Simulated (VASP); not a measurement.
Runs of VASP 6.6.1 on Sb. The structure is that of space group R-3m (No. 166), or close to it. The cells are those of the table. 

```tsv
potentials or basis	cell	k mesh	cutoff (eV)	second run	gap on the mesh (eV)	pressure (GPa)	largest force (eV/Å)
VASP PAW PBE potentials, release 64 (Sb_d_GW)	a = 4.453 Å, angles 58.1°, 2 atoms	12 × 12 × 12	500	valence_matched	none	-0.1	-
VASP PAW PBE potentials, release 64 (Sb_d_GW)	a = 4.493 Å, angles 57.2°, 2 atoms	6 × 6 × 6	500	valence_matched	none	0.4	0.04
VASP PAW PBE potentials, release 64 (Sb)	a = 4.493 Å, angles 57.2°, 2 atoms	6 × 6 × 6	520	-	none	0.6	(b)
VASP PAW PBE potentials, release 64 (Sb)	a = 4.453 Å, angles 58.1°, 2 atoms	12 × 12 × 12	520	-	none	0.2	(a)
```

Alike in all rows: task single point; level PBEsol; no spin polarisation; smearing gaussian 0.1 eV.

Task: Fill in the values left out.

Result: (a) 0.05; (b) 0.09.

Caveats: the PAW data sets were made with another functional, which shifts forces and pressure a little; spin-orbit coupling is left out, which moves the levels of the heavy elements.

A k mesh can miss the band edges, and the runs leave out spin-orbit coupling on Sb.

A gap of «none» marks levels without a gap at the run's occupations.

The runs don't all hold the same shells in valence.
